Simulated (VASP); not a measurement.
A run of VASP 6.6.1 is set up as follows.

File INCAR:

```
ALGO = Fast ; EDIFF = 1E-7
ENCUT = 520 ; GGA = PE
ISIF = 2 ; ISMEAR = 0
LASPH = True ; LCHARG = True
LELF = True ; LREAL = False
LVHAR = True ; LWAVE = False
NBANDS = 18 ; NELM = 100
PREC = Accurate ; SIGMA = 0.1
```

Contents of KPOINTS:

```
k-points
0
Gamma
  16 16 16
```

File POSCAR:

```
TiAl3
1.0
   -1.8734770790      1.8734770790      3.9395422985
    1.8734770790     -1.8734770790      3.9395422985
    1.8734770790      1.8734770790     -3.9395422985
Ti Al
1 3
Direct
    0.0000000000      0.0000000000      0.0000000000
    0.5000000000      0.5000000000      0.0000000000
    0.7500000000      0.2500000000      0.5000000000
    0.2500000000      0.7500000000      0.5000000000
```

Potentials or basis: VASP PAW PBE potentials, release 64 (Ti_sv, Al).

Command:

```bash
$ cat potpaw_PBE.64/Ti_sv/POTCAR potpaw_PBE.64/Al/POTCAR > POTCAR
$ mpirun -np 1 vasp_std > vasp.out
```

**Question.** Predict the pressure.

**Answer.** 20.1 GPa.

**Question.** Predict the band gap on the k mesh.

**Answer.** Zero (an odd number of electrons rules out a gap without spin polarisation).

Stress tensor (GPa, compression positive):
```
15.59  0.00  0.00
 0.00 15.59  0.00
 0.00  0.00 29.07
```

Caveat: the cell differs from its parent crystal (strained); the stress differs along the axes, from 16 to 29 GPa.
